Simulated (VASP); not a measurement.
Crystal: InP.

```
In P
1.0
     4.47747    0.00000    0.00000
    -2.23874    3.87761    0.00000
     0.00000    0.00000    5.88087
In P
2 2
Direct
  0.33333 0.66667 0.25000
  0.66667 0.33333 0.75000
  0.66667 0.33333 0.25000
  0.33333 0.66667 0.75000
```

| Item | Value |
| --- | --- |
| Program | VASP 6.6.1 |
| Task | relaxation of cell and atoms |
| Functional | r2SCAN |
| Potentials or basis | VASP PAW PBE potentials, release 64 (In_d, P) |
| Cutoff | 600 eV |
| k mesh | 6 × 6 × 4 |
| Occupations | fermi-dirac, width 0.02 eV |
| Spin | no spin polarisation |

At the start: pressure -1.9 GPa; volume 25.53 Å³/atom.

Task: How do energy, volume and symmetry change on relaxing?

Result: Over 13 steps the energy falls by 8.1 meV/atom and the volume is 24.96 Å³/atom (-2.2 %); space group P6_3/mmc (No. 194, to 0.1 Å) before and after.

Step by step:
```tsv
step	energy change (eV)	largest force (eV/Å)	pressure (GPa)	volume (Å³)
1	0.0000	0.0000	-1.89	102.10
2	-0.0217	0.0000	1.22	97.72
3	-0.0251	0.0000	0.30	98.84
4	-0.0299	0.0000	0.30	99.04
5	-0.0316	0.0000	0.35	99.22
6	-0.0317	0.0000	0.38	99.27
7	-0.0318	0.0000	-0.34	100.29
8	-0.0323	0.0000	-0.05	99.81
9	-0.0323	0.0000	0.04	99.74
10	-0.0323	0.0000	0.03	99.77
11	-0.0323	0.0000	0.01	99.79
12	-0.0323	0.0000	0.01	99.80
13	-0.0323	0.0000	0.02	99.84
```

Final structure:
```
In P
1.0
     4.38781    0.00000    0.00000
    -2.19391    3.79995    0.00000
     0.00000    0.00000    5.98784
In P
2 2
Direct
  0.33333 0.66667 0.25000
  0.66667 0.33333 0.75000
  0.66667 0.33333 0.25000
  0.33333 0.66667 0.75000
```

Caveat: the PAW data sets were made with another functional, which shifts forces and pressure a little.
